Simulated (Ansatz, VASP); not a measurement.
# Two plane-wave programs on Ru

INCAR

```
SYSTEM = Ru
  PREC = Accurate
  ENCUT = 500
  EDIFF = 1E-6
  ISMEAR = 0
  SIGMA = 0.15
  LREAL = .False.
  LASPH = .True.
  NELM = 120
  ALGO = Normal
  ISIF = 2
  LWAVE = .False.
  LCHARG = .False.
  GGA = PE
  NBANDS = 21
  GGA_COMPAT = .False.
```

KPOINTS

```
Automatic mesh
0
Gamma
  24 24 12
  0 0 0
```

Contents of POSCAR:

```
Ru
1.0
    2.7057993342      0.0000000000      0.0000000000
   -1.3528996671      2.3432909610      0.0000000000
    0.0000000000      0.0000000000      4.2819000000
Ru
2
Direct
    0.2778968499      0.6666666667      0.2500000000
    0.6666666667      0.3333333333      0.7500000000
```

Input for Ansatz:

```yaml
crystal:
  lattice:
    - [2.7057993342, 0.0, 0.0]
    - [-1.3528996671, 2.343290961, 0.0]
    - [0.0, 0.0, 4.2819]
  atoms:
    - { symbol: Ru, position: [0.2778968499, 0.6666666667, 0.25] }
    - { symbol: Ru, position: [0.6666666667, 0.3333333333, 0.75] }
basis:
  ecutwfc: 420
kpoints:
  mp_grid: { grid: [24, 24, 12] }
hamiltonian:
  xc: pbe
scf:
  occupations: { method: gaussian, width: 0.15 }
output:
  forces: true
  stress: true
  eigenvalues: true
```

Alike in both runs: task single point; functional PBE; k mesh 24 × 24 × 12; occupations gaussian, width 0.15 eV; no spin polarisation.

|  | VASP | Ansatz |
| --- | --- | --- |
| version | VASP 6.6.1 | Ansatz 0.2.0 |
| potentials or method | VASP PAW PBE potentials, release 64 (Ru_pv), cutoff 500 eV | scalar-relativistic, plane waves, PAW |
| valence electrons in the cell | 28 | 32 |

Ansatz gave:

* gap on the k mesh at the Fermi level (eV): none
* pressure (GPa): 5.6
* traceless stress, the component that is largest in VASP (GPa): 2.52
* rms of the force components (eV/Å): 0.603

Problem. Which values does VASP return?

Solution. gap on the k mesh at the Fermi level (eV): none; pressure (GPa): 5.6; traceless stress, the component that is largest in VASP (GPa): 2.54; rms of the force components (eV/Å): 0.603.

Atom by atom the forces differ by 0.001 eV/Å (rms over components). A gap of «none» marks a metal or a gap that the smearing closes. VASP's potentials hold 28 valence electrons a cell and Ansatz's 32, so a difference there can come from the potentials and not from the codes.
